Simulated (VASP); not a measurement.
# H (Cmcm) in VASP: notebook, part 3 of 3

VASP 6.6.1. Earlier steps stand in the parts before.

### Step 5. Single point, LDA

This run uses another cell than the first one, of the same volume but with other edges.

INCAR

```
ALGO = Normal
EDIFF = 1E-6
ENCUT = 520
GGA = CA
ISIF = 2
ISMEAR = 0
LASPH = T
LCHARG = T
LELF = T
LREAL = F
LVHAR = T
LWAVE = F
NBANDS = 10
NELM = 100
PREC = Accurate
SIGMA = 0.05
```

KPOINTS

```
k-points
0
Gamma
  10 10 4
```

POSCAR

```
H
1.0
    1.5969811249     -2.6462664437      0.0000000000
    1.5969811249      2.6462664437      0.0000000000
    0.0000000000      0.0000000000      6.7279659639
H
4
Direct
    0.5678085000      0.4321915000      0.9995149500
    0.4321915000      0.5678085000      0.0004850500
    0.4321915000      0.5678085000      0.4995149500
    0.5678085000      0.4321915000      0.5004850500
```

Potentials or basis: VASP PAW LDA potentials, release 64 (H).

Command:

```sh
$ cat potpaw_LDA.64/H/POTCAR > POTCAR
$ mpirun -np 1 vasp_std > vasp.out
```

OUTCAR:

```text
EDIFF = 1E-6
   ENCUT = 520
   GGA = CA
   ISIF = 2
   ISMEAR = 0
   LASPH = T
   LREAL = F
   NELM = 100
   PREC = Accurate

 ion  position               nearest neighbor table
   1  0.568  0.432  1.000-   2 0.72
   2  0.432  0.568  0.000-   1 0.72
   3  0.432  0.568  0.500-   4 0.72
   4  0.568  0.432  0.500-   3 0.72

  LATTYP: Found a base centered orthorhombic cell.
 ALAT       =     3.1939622498
 B/A-ratio  =     1.6570430310
 C/A-ratio  =     2.1064638332

  Lattice vectors:

 A1 = (   1.5969811249,  -2.6462664437,   0.0000000000)
 A2 = (   1.5969811249,   2.6462664437,   0.0000000000)
 A3 = (   0.0000000000,   0.0000000000,   6.7279659639)

Analysis of symmetry for initial positions (statically):
=====================================================================
 Subroutine PRICEL returns:
 Original cell was already a primitive cell.

 Routine SETGRP: Setting up the symmetry group for a
 base centered orthorhombic supercell.

 Subroutine GETGRP returns: Found  8 space group operations
 (whereof  4 operations were pure point group operations)
 out of a pool of  8 trial point group operations.

The static configuration has the point symmetry C_2h.
 The point group associated with its full space group is D_2h.

Analysis of symmetry for dynamics (positions and initial velocities):
=====================================================================
 Subroutine PRICEL returns:
 Original cell was already a primitive cell.

 Routine SETGRP: Setting up the symmetry group for a
 base centered orthorhombic supercell.

 Subroutine GETGRP returns: Found  8 space group operations
 (whereof  4 operations were pure point group operations)
 out of a pool of  8 trial point group operations.

The dynamic configuration has the point symmetry C_2h.
 The point group associated with its full space group is D_2h.

 Subroutine INISYM returns: Found  8 space group operations
[... 126 lines left out ...]
   GGA     = CA    functional components
   LHFCALC =     F    Hartree Fock is set to
   AEXX    =    0.0000 exact exchange contribution
   IVDW    =     0    specifies the selected vdW correction
   LEPSILON=     F    determine dielectric tensor
   LRPA    =     F    only Hartree local field effects (RPA)
 non-spin polarized calculation
 Gauss-broadening in eV      SIGMA  =   0.05
  energy-cutoff  :      520.00
  volume of cell :       56.87
 maximum number of plane-waves:      1550
   NGX = 11   NGY = 11   NGZ = 25

 number of electron       3.9999997 magnetization

 Free energy of the ion-electron system (eV)
  ---------------------------------------------------
  ext. energy  EPLUGINS =         0.00000000
  ---------------------------------------------------
  free energy    TOTEN  =       -13.42773865 eV

  energy without entropy =      -13.42773865  energy(sigma->0) =      -13.42773865

 E-fermi :  -8.4025     XC(G=0):  -5.2458

 val. band max:       -8.6066928752   @ k =   0.4000   0.4000   0.0000
 cond. band min:      -0.4023688717   @ k =   0.5000   0.5000   0.0000
 fundamental gap:      8.2043240035
 Fermi energy:        -8.4024923168

 k-point     1 :       0.0000    0.0000    0.0000
  band No.  band energies     occupation
      1     -10.6502      2.00000
      2     -10.1144      2.00000
      3      -0.0018      0.00000
      4       3.1827      0.00000
      5       8.0309      0.00000
      6       8.0602      0.00000
      7       9.1836      0.00000
      8       9.7839      0.00000
      9      11.7615      0.00000
     10      13.5872      0.00000
[... 287 lines left out ...]
 k-point    24 :       0.4000    0.3000    0.0000
  band No.  band energies     occupation
      1      -8.9630      2.00000
      2      -8.6562      2.00000
      3       0.7951      0.00000
      4       2.3086      0.00000
      5       3.2572      0.00000
      6       5.2677      0.00000
      7       5.3869      0.00000
      8       7.2959      0.00000
      9       8.3709      0.00000
     10      10.1038      0.00000

 [... further k-points ...]

------------------------ aborting loop because EDIFF is reached ----------------------------------------

  FORCE on cell =-STRESS in cart. coord.  units (eV):
  Direction    XX          YY          ZZ          XY          YZ          ZX
  --------------------------------------------------------------------------------------
  -------------------------------------------------------------------------------------
  Total       -0.1985089      2.4879457     -0.1560988      0.0000000      0.0000000      0.0000000
  in kB       -5.5929820     70.0977943     -4.3980782      0.0000000      0.0000000      0.0000000
  external PRESSURE =      20.0355781 kB  Pullay stress =       0.0000000 kB

 VOLUME and BASIS-vectors are now :
 -----------------------------------------------------------------------------
  energy-cutoff  :      520.00
  volume of cell :       56.87
      direct lattice vectors                 reciprocal lattice vectors
     1.596981125 -2.646266444  0.000000000     0.313090739 -0.188945448  0.000000000
     1.596981125  2.646266444  0.000000000     0.313090739  0.188945448  0.000000000
     0.000000000  0.000000000  6.727965964     0.000000000  0.000000000  0.148633332

 POSITION                                       TOTAL-FORCE (eV/Angst)
 -----------------------------------------------------------------------------------
      1.59698     -0.35888      6.72470         0.000000     -1.922632     -0.017688
      1.59698      0.35888      0.00326         0.000000      1.922632      0.017688
      1.59698      0.35888      3.36072         0.000000      1.922632     -0.017688
      1.59698     -0.35888      3.36725         0.000000     -1.922632      0.017688
 -----------------------------------------------------------------------------------
    total drift:                                0.000000      0.000000     -0.000000

  FREE ENERGIE OF THE ION-ELECTRON SYSTEM (eV)
  ---------------------------------------------------
  free  energy   TOTEN  =       -13.4277386517 eV

  energy  without entropy=      -13.4277386517  energy(sigma->0) =      -13.42773865
```

Wall time 50 s (1 thread of Intel Xeon 6975P-C, shared host); peak memory 0.16 GiB.

What came out:

- Free energy: -13.4277 eV
- Pressure: 2.0 GPa
- Largest force: 1.923 eV/Å
- Band gap on the k mesh: 8.20 eV

Forces in eV/Å, atoms in the order of the input:
```
H    0.000 -1.923 -0.018
H    0.000  1.923  0.018
H    0.000  1.923 -0.018
H    0.000 -1.923  0.018
```

Levels at points of the mesh, in eV from the valence-band top:
```csv
k point,band 1,band 2,band 3,band 4,band 5,band 6,band 7
"(0.00, 0.00, 0.00)",-2.04,-1.51,8.60,11.79,16.64,16.67,17.79
"(0.50, 0.00, 0.00)",-0.67,-0.33,9.05,10.90,12.89,14.41,15.74
"(0.50, 0.50, 0.00)",-0.34,-0.02,8.20,9.72,13.43,14.47,15.35
"(0.00, 0.00, 0.50)",-1.79,-1.79,9.98,9.98,16.49,16.49,18.07
"(0.50, 0.00, 0.50)",-0.50,-0.50,9.74,9.74,14.19,14.19,16.50
"(0.50, 0.50, 0.50)",-0.19,-0.19,8.81,8.81,14.48,14.48,16.97
```

Caveat: forces of over 1 eV/Å act on the atoms, so gaps and moduli don't describe the material at rest. A k mesh can miss the band edges.

### Step 6. Summary

| cell | gap on the mesh (eV) | pressure (GPa) | largest force (eV/Å) |
| --- | --- | --- | --- |
| a = 3.368, b = 3.368, c = 5.665 Å, angles 90.0, 90.0, 117.8°, 4 atoms | 6.97 | -1.1 | 0.41 |
| a = 3.002, b = 3.002, c = 7.130 Å, angles 90.0, 90.0, 117.8°, 4 atoms | 8.54 | 3.2 | 2.88 |
| a = 3.280, b = 3.280, c = 5.972 Å, angles 90.0, 90.0, 117.8°, 4 atoms | 7.39 | -0.3 | 0.23 |
| a = 3.091, b = 3.091, c = 6.728 Å, angles 90.0, 90.0, 117.8°, 4 atoms | 8.20 | 2.0 | 1.92 |

Alike in all rows: task single point; level LDA; potentials or basis VASP PAW LDA potentials, release 64 (H); no spin polarisation; k mesh 10 × 10 × 4; cutoff (eV) 520; smearing gaussian 0.05 eV.

Caveats: forces of over 1 eV/Å act on the atoms, so gaps and moduli don't describe the material at rest (some runs).

Total energies depend on the potentials used, so only differences within one code and one set of settings carry meaning.
